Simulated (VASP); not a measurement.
# EuMnSbF (P4/nmm) in VASP: single point with PBEsol

Aim: the single point of EuMnSbF with PBEsol.

Program: VASP 6.6.1. These are calculated values, not measurements. Logs are shortened: lines on timing, memory, paths and dates and some standing lists are left out, and cuts for length are marked.

## 1. The cell of the first run

Symmetry: P4/nmm, No. 129, tetragonal system. The conventional cell has a = 4.000 Å, b = 4.000 Å, c = 9.263 Å, α = 90.00°, β = 90.00°, γ = 90.00°. Eu (site symmetry 4mm) has 4 F at 2.47 Å and 4 Sb at 3.23 Å within 3.3 Å. Mn (site symmetry -4m2) has 4 Sb at 2.58 Å and 4 Mn at 2.83 Å within 3.4 Å. Within 3.4 Å of Sb (site symmetry 4mm) lie 4 Mn at 2.58 Å and 4 Eu at 3.23 Å. F (site symmetry -4m2) has 4 Eu at 2.47 Å and 4 F at 2.83 Å within 3.3 Å.

## 2. Single point, PBEsol, collinear spin, ferromagnetic start

INCAR

```
SYSTEM = EuMnSbF
PREC = Accurate
ENCUT = 600
EDIFF = 1E-6
ISMEAR = 0
SIGMA = 0.05
LREAL = .FALSE.
LASPH = .TRUE.
NELM = 200
ALGO = Normal
ISIF = 2
LWAVE = .FALSE.
LCHARG = .FALSE.
ISPIN = 2
MAGMOM = 7.3 7.3 4.14 4.14 0 0 0 0
LORBIT = 11
LMAXMIX = 6
GGA = PS
NBANDS = 56
GGA_COMPAT = .FALSE.
KPAR = 4
```

KPOINTS

```
regular mesh
0
G
  8 8 4
  0 0 0
```

POSCAR

```
EuMnSbF
1.0
    3.9998683763      0.0000000000      0.0000000000
    0.0000000000      3.9998683763      0.0000000000
    0.0000000000      0.0000000000      9.2630481965
Eu Mn Sb F
2 2 2 2
Direct
    0.5000000000      0.0000000000      0.1562779629
    0.0000000000      0.5000000000      0.8437220371
    0.0000000000      0.0000000000      0.5000000000
    0.5000000000      0.5000000000      0.5000000000
    0.0000000000      0.5000000000      0.3244616563
    0.5000000000      0.0000000000      0.6755383437
    0.5000000000      0.5000000000      0.0000000000
    0.0000000000      0.0000000000      0.0000000000
```

Potentials or basis: VASP PAW PBE potentials, release 64 (Eu, Mn_pv, Sb, F).

The run is started by

```sh
$ cat potpaw_PBE.64/Eu/POTCAR potpaw_PBE.64/Mn_pv/POTCAR potpaw_PBE.64/Sb/POTCAR potpaw_PBE.64/F/POTCAR > POTCAR
$ mpirun -np 4 vasp_std > vasp.out
```

OUTCAR:

```text
SYSTEM = EuMnSbF
   PREC = Accurate
   ENCUT = 600
   EDIFF = 1E-6
   ISMEAR = 0
   LREAL = .FALSE.
   LASPH = .TRUE.
   NELM = 200
   ISIF = 2
   ISPIN = 2
   LORBIT = 11
   GGA = PS

 ion  position               nearest neighbor table
   1  0.500  0.000  0.156-   7 2.47   8 2.47   7 2.47   8 2.47   5 3.23   5 3.23   5 3.23   5 3.23

   2  0.000  0.500  0.844-   7 2.47   8 2.47   8 2.47   7 2.47   6 3.23   6 3.23   6 3.23   6 3.23

   3  0.000  0.000  0.500-   5 2.58   6 2.58   5 2.58   6 2.58   4 2.83   4 2.83   4 2.83   4 2.83

   4  0.500  0.500  0.500-   5 2.58   6 2.58   6 2.58   5 2.58   3 2.83   3 2.83   3 2.83   3 2.83

   5  0.000  0.500  0.324-   3 2.58   4 2.58   3 2.58   4 2.58   1 3.23   1 3.23   1 3.23   1 3.23

   6  0.500  0.000  0.676-   3 2.58   4 2.58   4 2.58   3 2.58   2 3.23   2 3.23   2 3.23   2 3.23

   7  0.500  0.500  0.000-   1 2.47   2 2.47   1 2.47   2 2.47
   8  0.000  0.000  0.000-   1 2.47   2 2.47   2 2.47   1 2.47

  LATTYP: Found a simple tetragonal cell.
 ALAT       =     3.9998683763
 C/A-ratio  =     2.3158382539

  Lattice vectors:

 A1 = (   3.9998683763,   0.0000000000,   0.0000000000)
 A2 = (   0.0000000000,   3.9998683763,   0.0000000000)
 A3 = (   0.0000000000,   0.0000000000,   9.2630481965)

Analysis of symmetry for initial positions (statically):
=====================================================================
 Subroutine PRICEL returns:
 Original cell was already a primitive cell.

 Routine SETGRP: Setting up the symmetry group for a
 simple tetragonal supercell.

 Subroutine GETGRP returns: Found 16 space group operations
 (whereof  8 operations were pure point group operations)
 out of a pool of 16 trial point group operations.

The static configuration has the point symmetry D_2d.
 The point group associated with its full space group is D_4h.

Analysis of symmetry for dynamics (positions and initial velocities):
=====================================================================
 Subroutine PRICEL returns:
 Original cell was already a primitive cell.

 Routine SETGRP: Setting up the symmetry group for a
 simple tetragonal supercell.

 Subroutine GETGRP returns: Found 16 space group operations
 (whereof  8 operations were pure point group operations)
 out of a pool of 16 trial point group operations.

The dynamic configuration has the point symmetry D_2d.
 The point group associated with its full space group is D_4h.

Analysis of structural, dynamic, and magnetic symmetry:
=====================================================================
 Subroutine PRICEL returns:
 Original cell was already a primitive cell.

 Routine SETGRP: Setting up the symmetry group for a
 simple tetragonal supercell.

 Subroutine GETGRP returns: Found 16 space group operations
 (whereof  8 operations were pure point group operations)
 out of a pool of 16 trial point group operations.

The overall configuration has the point symmetry D_2d.
 The point group associated with its full space group is D_4h.

 Subroutine INISYM returns: Found 16 space group operations
 (whereof  8 operations are pure point group operations),
 and found     1 'primitive' translations

----------------------------------------------------------------------------------------

                                     Primitive cell

  volume of cell :     148.1990

  direct lattice vectors                    reciprocal lattice vectors
     3.999868376  0.000000000  0.000000000     0.250008227  0.000000000  0.000000000
     0.000000000  3.999868376  0.000000000     0.000000000  0.250008227  0.000000000
     0.000000000  0.000000000  9.263048196     0.000000000  0.000000000  0.107955824

  length of vectors
     3.999868376  3.999868376  9.263048196     0.250008227  0.250008227  0.107955824

  position of ions in fractional coordinates (direct lattice)
     0.500000000  0.000000000  0.156277963
     0.000000000  0.500000000  0.843722037
     0.000000000  0.000000000  0.500000000
     0.500000000  0.500000000  0.500000000
     0.000000000  0.500000000  0.324461656
     0.500000000  0.000000000  0.675538344
     0.500000000  0.500000000  0.000000000
     0.000000000  0.000000000  0.000000000

  ion indices of the primitive-cell ions
   primitive index   ion index
                 1           1
                 2           2
                 3           3
                 4           4
                 5           5
                 6           6
                 7           7
                 8           8

----------------------------------------------------------------------------------------

 KPOINTS: regular mesh

Automatic generation of k-mesh.
 Grid dimensions read from file:
 generate k-points for:    8    8    4

 Generating k-lattice:

  Cartesian coordinates                     Fractional coordinates (reciprocal lattice)
     0.031251028  0.000000000  0.000000000     0.125000000  0.000000000  0.000000000
     0.000000000  0.031251028  0.000000000     0.000000000  0.125000000  0.000000000
     0.000000000  0.000000000  0.026988956     0.000000000  0.000000000  0.250000000

  Length of vectors
     0.031251028  0.031251028  0.026988956

  Shift w.r.t. Gamma in fractional coordinates (k-lattice)
     0.000000000  0.000000000  0.000000000

 Subroutine IBZKPT returns following result:
 ===========================================

 Found     45 irreducible k-points:

 Following reciprocal coordinates:
            Coordinates               Weight
  0.000000  0.000000  0.000000      1.000000
  0.125000  0.000000  0.000000      4.000000
  0.250000  0.000000  0.000000      4.000000
  0.375000  0.000000  0.000000      4.000000
  0.500000  0.000000  0.000000      2.000000
  0.125000  0.125000  0.000000      4.000000
[... 16 lines left out ...]
  0.375000  0.125000  0.250000     16.000000
  0.500000  0.125000  0.250000      8.000000
 [... further k-points ...]
   k-points           NKPTS =     45   k-points in BZ     NKDIM =     45   number of bands    NBANDS=     56
   number of dos      NEDOS =    301   number of ions     NIONS =      8
   total plane-waves  NPLWV =  81920
   dimension x,y,z NGX =    32 NGY =   32 NGZ =   80
   dimension x,y,z NGXF=    64 NGYF=   64 NGZF=  160
   ions per type =               2   2   2   2
   NGX,Y,Z   is equivalent  to a cutoff of  13.30, 13.30, 14.36 a.u.
   NGXF,Y,Z  is equivalent  to a cutoff of  26.60, 26.60, 28.72 a.u.
 SYSTEM =  EuMnSbF
   PREC   = accura    normal or accurate (medium, high low for compatibility)
   ISTART =      0    job   : 0-new  1-cont  2-samecut
   ICHARG =      2    charge: 1-file 2-atom 10-const
   ISPIN  =      2    spin polarized calculation?
   LNONCOLLINEAR =      F non collinear calculations
   LSORBIT =      F    spin-orbit coupling
   LASPH  =      T    aspherical Exc in radial PAW
   ENCUT  =  600.0 eV  44.10 Ry    6.64 a.u.   7.99  7.99 18.50*2*pi/ulx,y,z
   NELM   =    200;   NELMIN=  2; NELMDL= -5     # of ELM steps
   EDIFF  = 0.1E-05   stopping-criterion for ELM
   LREAL  =      F    real-space projection
   EDIFFG = 0.1E-04   stopping-criterion for IOM
   NSW    =      0    number of steps for IOM
   IBRION =     -1    ionic relax: 0-MD 1-quasi-New 2-CG
   NFREE  =      0    steps in history (QN), initial steepest desc. (CG)
   ISIF   =      2    stress and relaxation
   ISYM   =      2    0-nonsym 1-usesym 2-fastsym
   POTIM  = 0.5000    time-step for ionic-motion
   TEBEG  =    0.0;   TEEND  =   0.0 temperature during run
   PSTRESS=    0.0 pullay stress
   NELECT =      84.0000    total number of electrons
   NUPDOWN=      -1.0000    fix difference up-down
   EMIN   =  10.00;   EMAX   =-10.00  energy-range for DOS
   EFERMI =   0.00;   METHOD = LEGACY
   ISMEAR =     0;   SIGMA  =   0.05  broadening in eV -4-tet -1-fermi 0-gaus
   EFERMI_NEDOS =   21; number of points for ismear=-14 and -15
   IALGO  =     38    algorithm
   IMIX   =      4    mixing-type and parameters
     AMIX     =   0.40;   BMIX     =  1.00
     AMIX_MAG =   1.60;   BMIX_MAG =  1.00
  volume/ion in A,a.u.               =      18.52       125.01
  Fermi-wavevector in a.u.,A,eV,Ry     =   1.354834  2.560265 24.974524  1.835576
  Thomas-Fermi vector in A             =   2.481973
   LORBIT       =     11    0 simple, 1 ext, 2 COOP (PROOUT), +10 PAW based schemes
   GGA     = PS    functional components
   LHFCALC =     F    Hartree Fock is set to
   AEXX    =    0.0000 exact exchange contribution
   IVDW    =     0    specifies the selected vdW correction
   LEPSILON=     F    determine dielectric tensor
   LRPA    =     F    only Hartree local field effects (RPA)
 spin polarized calculation
 Gauss-broadening in eV      SIGMA  =   0.05
  energy-cutoff  :      600.00
  volume of cell :      148.20
 maximum number of plane-waves:      5008
 NGX is ok and might be reduce to    32
   NGX = 15   NGY = 15   NGZ = 37

 number of electron      84.0000020 magnetization      17.5076069

 Free energy of the ion-electron system (eV)
  ---------------------------------------------------
  ext. energy  EPLUGINS =         0.00000000
  ---------------------------------------------------
  free energy    TOTEN  =       -68.81418064 eV

  energy without entropy =      -68.80597216  energy(sigma->0) =      -68.81007640

 E-fermi :   6.3555     XC(G=0): -11.0588

 val. band max:        6.3546365213   @ k =   0.2500   0.1250   0.5000
 cond. band min:       6.3653509172   @ k =   0.1250   0.0000   0.0000
 fundamental gap:      0.0107143959
 Fermi energy:         6.3555494365

 spin component 1

 k-point     1 :       0.0000    0.0000    0.0000
  band No.  band energies     occupation
      1     -42.3094      1.00000
      2     -42.3043      1.00000
      3     -42.3043      1.00000
      4     -42.2862      1.00000
      5     -42.2090      1.00000
      6     -42.2090      1.00000
[... 46 lines left out ...]
     53       7.7256      0.00000
     54       8.2332      0.00000
[... 1309 lines left out ...]
     53       7.1372      0.00000
     54       7.1372      0.00000

 [... further k-points ...]

 spin component 2

 k-point     1 :       0.0000    0.0000    0.0000
  band No.  band energies     occupation
      1     -40.1139      1.00000
      2     -40.1139      1.00000
      3     -40.0672      1.00000
      4     -40.0408      1.00000
      5     -40.0082      1.00000
      6     -40.0082      1.00000
[... 46 lines left out ...]
     53      10.7572      0.00000
     54      10.7979      0.00000
[... 1309 lines left out ...]
     53      10.7592      0.00000
     54      10.7592      0.00000

 [... further k-points ...]

 [bands above 54 left out]

------------------------ aborting loop because EDIFF is reached ----------------------------------------

  FORCE on cell =-STRESS in cart. coord.  units (eV):
  Direction    XX          YY          ZZ          XY          YZ          ZX
  --------------------------------------------------------------------------------------
  -------------------------------------------------------------------------------------
  Total       -0.9807481     -0.9807481     -0.1208658      0.0000000      0.0000000      0.0000000
  in kB      -10.6028529    -10.6028529     -1.3066781      0.0000000      0.0000000      0.0000000
  external PRESSURE =      -7.5041279 kB  Pullay stress =       0.0000000 kB

 VOLUME and BASIS-vectors are now :
 -----------------------------------------------------------------------------
  energy-cutoff  :      600.00
  volume of cell :      148.20
      direct lattice vectors                 reciprocal lattice vectors
     3.999868376  0.000000000  0.000000000     0.250008227  0.000000000  0.000000000
     0.000000000  3.999868376  0.000000000     0.000000000  0.250008227  0.000000000
     0.000000000  0.000000000  9.263048196     0.000000000  0.000000000  0.107955824

 POSITION                                       TOTAL-FORCE (eV/Angst)
 -----------------------------------------------------------------------------------
      1.99993      0.00000      1.44761        -0.000000      0.000000     -0.026052
      0.00000      1.99993      7.81544         0.000000      0.000000      0.026052
      0.00000      0.00000      4.63152         0.000000      0.000000      0.000000
      1.99993      1.99993      4.63152        -0.000000     -0.000000      0.000000
      0.00000      1.99993      3.00550         0.000000      0.000000      0.034663
      1.99993      0.00000      6.25754         0.000000      0.000000     -0.034663
      1.99993      1.99993      0.00000         0.000000      0.000000      0.000000
      0.00000      0.00000      0.00000         0.000000     -0.000000      0.000000
 -----------------------------------------------------------------------------------
    total drift:                                0.000000      0.000000      0.000000

  FREE ENERGIE OF THE ION-ELECTRON SYSTEM (eV)
  ---------------------------------------------------
  free  energy   TOTEN  =       -68.8141806447 eV

  energy  without entropy=      -68.8059721614  energy(sigma->0) =      -68.81007640

 total charge

# of ion       s       p       d       f       tot
--------------------------------------------------
    1        2.023   5.733   0.335   6.610  14.701
    2        2.023   5.733   0.335   6.610  14.701
    3        0.291   6.261   5.150   0.000  11.701
    4        0.291   6.261   5.150   0.000  11.701
    5        1.109   1.443   0.054   0.000   2.605
    6        1.109   1.443   0.054   0.000   2.605
    7        1.729   4.356   0.000   0.000   6.085
    8        1.729   4.356   0.000   0.000   6.085
--------------------------------------------------
tot         10.304  35.584  11.076  13.220  70.185

 magnetization (x)

# of ion       s       p       d       f       tot
--------------------------------------------------
    1       -0.013  -0.105   0.043   6.555   6.481
    2       -0.013  -0.105   0.043   6.555   6.481
    3        0.011   0.013   2.096   0.000   2.121
    4        0.011   0.013   2.096   0.000   2.121
    5       -0.010  -0.111   0.009   0.000  -0.112
    6       -0.010  -0.111   0.009   0.000  -0.112
    7       -0.001  -0.017   0.000   0.000  -0.018
    8       -0.001  -0.017   0.000   0.000  -0.018
--------------------------------------------------
tot         -0.025  -0.438   4.295  13.111  16.943
```

It took 6.3 min on 4 MPI ranks of Intel Xeon 6975P-C (Granite Rapids), shared host; peak memory 0.87 GiB.

What came out:

```yaml
Free_energy: -68.8142 eV
Pressure: -0.8 GPa
Largest_force: 0.035 eV/Å
Net_moment: 17.51 μB per cell
Site_moments: Eu +6.48; Mn +2.12; Sb -0.11; F -0.02 μB
Valence_electrons_inside_the_program's_atomic_spheres: Eu 14.70; Mn 11.70; Sb 2.60; F 6.08
```

Forces in eV/Å, atoms in the order of the input:
```
Eu   0.000  0.000 -0.026
Eu   0.000  0.000  0.026
Mn   0.000  0.000  0.000
Mn   0.000  0.000  0.000
Sb   0.000  0.000  0.035
Sb   0.000  0.000 -0.035
F    0.000  0.000  0.000
F    0.000  0.000  0.000
```

Stress tensor (GPa, compression positive):
```
-1.06  0.00  0.00
 0.00 -1.06  0.00
 0.00  0.00 -0.13
```

Caveat: the PAW data sets were made with another functional, which shifts forces and pressure a little; spin-orbit coupling is left out, which moves the levels of the heavy elements; without U or exact exchange the open f shell lies at the Fermi level, which spoils levels, moments and volumes; only a ferromagnetic start was run, and an antiferromagnetic order may lie lower in energy. The state reached can hang on the start; a lower one may exist.
